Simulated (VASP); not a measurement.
A run of VASP 6.6.1 is set up as follows.

INCAR

```
SYSTEM = Si12HO23
ALGO = Normal
EDIFF = 1E-7
ENCUT = 520
GGA = PE
ISIF = 2
ISMEAR = -1
KPAR = 4
LASPH = .TRUE.
LCHARG = .TRUE.
LREAL = Auto
LVHAR = .TRUE.
LWAVE = .FALSE.
NBANDS = 118
NELECT = 186.0
NELM = 60
PREC = Accurate
SIGMA = 0.01
```

Contents of KPOINTS:

```
k-points
0
G
  3 3 4
  0 0 0
```

File POSCAR:

```
Si12HO23
1.0
   -7.3748367111      4.2578639604      5.4316252501
    7.3748367111     -4.2578639604      5.4316252501
    2.4582789037      4.2578639604     -5.4316252501
Si H O
12 1 23
Direct
    0.3896631802      0.1606136873      0.2312718445
    0.8987691616      0.6645257085      0.2401374192
    0.8965494099      0.1642068791      0.7253709520
    0.4003646314      0.6668510211      0.7310556825
    0.2678694325      0.2711311681      0.5413823683
    0.7562827004      0.7631284892      0.5228836407
    0.7685132302      0.2647619332      0.0284627388
    0.2703180916      0.7658990372      0.0319326187
    0.3264284370      0.5601970010      0.2265585413
    0.8327569884      0.0633870614      0.2265252269
    0.8444075885      0.5813627824      0.7555169090
    0.3400623603      0.0691310520      0.7336480150
    0.6421318485      0.3519059940      0.4596988351
    0.1382879528      0.8452063956      0.4420161824
    0.1364875511      0.3396794848      0.9238144727
    0.6399282129      0.8414388243      0.9248818083
    0.8623523212      0.7287773238      0.7122151174
    0.3774241329      0.2382770286      0.7249532784
    0.3698963935      0.7339995193      0.2230436359
    0.8751955774      0.2353454434      0.2204391080
    0.3277626671      0.2603951479      0.3589040197
    0.8104061875      0.7437045239      0.3384475301
    0.8172416050      0.2515918046      0.8386347106
    0.3199057094      0.7526243170      0.8448496725
    0.5193095483      0.5878940822      0.3333208497
    0.0279884031      0.0935161130      0.3370713413
    0.0265349889      0.5973400825      0.8357893353
    0.5277633217      0.0904794264      0.8318240019
    0.3507708803      0.4908380652      0.7312763273
    0.8445743603      0.9851366235      0.7196040623
    0.8464370527      0.4832417363      0.2260727521
    0.3574356635      0.9916563904      0.2328100445
    0.2862750458      0.5808947059      0.4259577028
    0.7893827274      0.0843651014      0.4238111474
    0.7919515360      0.5833670049      0.9348199524
    0.3225711009      0.1131290407      0.9609981550
```

Potentials or basis: VASP PAW PBE potentials, release 64 (Si, H, O).

Launch:

```console
$ cat potpaw_PBE.64/Si/POTCAR potpaw_PBE.64/H/POTCAR potpaw_PBE.64/O/POTCAR > POTCAR
$ mpirun -np 4 vasp_std > vasp.out
```

(1) Predict the largest force.

Results:

(1) 0.053 eV/Å.

Caveat: the cell carries a net charge on a neutralising background, which shifts energy and pressure.
